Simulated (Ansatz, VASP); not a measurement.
This is a calculation of W for VASP 6.6.1.

POSCAR

```
W
1.0
    2.7716889397      0.0000000000      0.0000000000
    0.0000000000      4.7981339688      0.0000000000
    0.0000000000      0.0000000000      4.8571504237
W
4
Direct
    0.7931720000      0.9368430000      0.7500000000
    0.2068280000      0.4368430000      0.7500000000
    0.2068280000      0.0631570000      0.2500000000
    0.7931720000      0.5631570000      0.2500000000
```

Contents of INCAR.step1:

```
PREC     = Accurate       # precision mode
ENCUT    = 520            # plane-wave cutoff, eV
ISMEAR   = -1             # smearing method
SIGMA    = 0.05           # smearing width, eV
LREAL    = False          # projectors in reciprocal space
LASPH    = True           # aspherical terms in the spheres
NELM     = 80             # most SCF steps
NBANDS   = 36             # bands
GGA      = PE             # functional
ALGO     = Normal         # electronic algorithm
EDIFF    = 1E-4           # SCF threshold, eV
LWAVE    = True           # write WAVECAR
LCHARG   = False          # write CHGCAR
```

INCAR.step2

```
PREC     = Accurate       # precision mode
ENCUT    = 520            # plane-wave cutoff, eV
EDIFF    = 1E-7           # SCF threshold, eV
ISMEAR   = -1             # smearing method
SIGMA    = 0.05           # smearing width, eV
LREAL    = False          # projectors in reciprocal space
LASPH    = True           # aspherical terms in the spheres
NELM     = 80             # most SCF steps
ALGO     = Normal         # electronic algorithm
ISIF     = 2              # what is computed and relaxed
LWAVE    = False          # write WAVECAR
LCHARG   = False          # write CHGCAR
METAGGA  = R2SCAN         # meta-GGA
LMIXTAU  = True         
NBANDS   = 36             # bands
ISTART   = 1
```

Contents of KPOINTS:

```
Automatic mesh
0
Gamma
  9 6 6
```

Potentials or basis: VASP PAW PBE potentials, release 64 (W_sv).

Run with:

```sh
$ cat potpaw_PBE.64/W_sv/POTCAR > POTCAR
$ cp INCAR.step1 INCAR
$ mpirun -np 1 vasp_std > vasp.out
$ cp INCAR.step2 INCAR
$ mpirun -np 1 vasp_std > vasp.out
```

Task: Set up the same calculation for Ansatz 0.2.0. Potentials there: Ansatz PAW.

Result: As run (the cutoff follows the program's own potentials):

File input.yaml:

```yaml
crystal:
  lattice:
    - [2.7716889397, 0.0, 0.0]
    - [0.0, 4.7981339688, 0.0]
    - [0.0, 0.0, 4.8571504237]
  atoms:
    - { symbol: W, position: [0.793172, 0.936843, 0.75] }
    - { symbol: W, position: [0.206828, 0.436843, 0.75] }
    - { symbol: W, position: [0.206828, 0.063157, 0.25] }
    - { symbol: W, position: [0.793172, 0.563157, 0.25] }
hamiltonian:
  xc: r2scan
  pseudopotentials: { kind: paw }
kpoints:
  mp_grid: { grid: [9, 6, 6] }
scf:
  occupations: { method: fermi_dirac, width: 0.05 }
output:
  forces: true
  stress: true
  eigenvalues: true
```

Potentials or basis: Ansatz PAW.

Launch:

```console
$ ansatz run input.yaml --threads 2 --pin off --max-ram 5632MiB --backend cpu --events-out ev --progress --plain --runs-dir out
```

Both were run:

|  | VASP | Ansatz | Ansatz less VASP |
| --- | --- | --- | --- |
| gap on the k mesh at the Fermi level (eV) | none | none | - |
| pressure (GPa) | 6.0 | 4.8 | -1.20 |
| traceless stress, the component that is largest in VASP (GPa) | -0.79 | -0.93 | -0.141 |
| rms of the force components (eV/Å) | 0.108 | 0.108 | -0.0001 |

VASP's potentials were made for PBE, not for r2SCAN. Atom by atom the forces differ by 0.003 eV/Å (rms over components). A gap of «none» marks a metal or a gap that the smearing closes. The functional is the same, so the differences come from potentials, cutoffs and numerics.

Neither program's run includes spin-orbit coupling.
